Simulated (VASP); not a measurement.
Write the native input for VASP 6.6.1 that does the following.

```
Task                   : single point
Functional             : LDA
Potentials or basis    : VASP PAW LDA potentials, release 64 (Ir_sv_GW)
Cutoff                 : 560 eV
k mesh                 : 22 × 22 × 22
Occupations            : gaussian, width 0.15 eV
Spin                   : no spin polarisation
Dipole correction      : no
Further INCAR settings : ALGO = Normal; EDIFF = 1e-06; NBANDS = 14
```

The structure of Ir lies in POSCAR:

```
Ir
1.0
    0.0000000000      2.0765034363      1.6470825257
    2.0765034363      0.0000000000      1.6470825257
    2.0765034363      2.0765034363      0.0000000000
Ir
1
Direct
    0.0000000000      0.0000000000      0.0000000000
```

One way to write it, as run:

INCAR

```
ALGO     = Normal         # electronic algorithm
EDIFF    = 1E-6           # SCF threshold, eV
ENCUT    = 560            # plane-wave cutoff, eV
GGA      = CA             # functional
GGA_COMPAT= F            
ISIF     = 2              # what is computed and relaxed
ISMEAR   = 0              # smearing method
LASPH    = T              # aspherical terms in the spheres
LCHARG   = F              # write CHGCAR
LREAL    = F              # projectors in reciprocal space
LWAVE    = F              # write WAVECAR
NBANDS   = 14             # bands
NELM     = 120            # most SCF steps
PREC     = Accurate       # precision mode
SIGMA    = 0.15           # smearing width, eV
```

KPOINTS

```
k-points
0
Gamma
  22 22 22
```

Potentials or basis: VASP PAW LDA potentials, release 64 (Ir_sv_GW).

Launch:

```console
$ cat potpaw_LDA.64/Ir_sv_GW/POTCAR > POTCAR
$ mpirun -np 1 vasp_std > vasp.out
```

It gave:

The pressure is -1.6 GPa. The band gap on the k mesh is zero (an odd number of electrons rules out a gap without spin polarisation).

Caveat: the stress differs along the axes, from -18 to 32 GPa; spin-orbit coupling is left out, which moves the levels of the heavy elements.

It took 93 s on 1 thread of AMD EPYC 7R13 Processor (Zen 3) (shared host), peak memory 0.26 GiB.
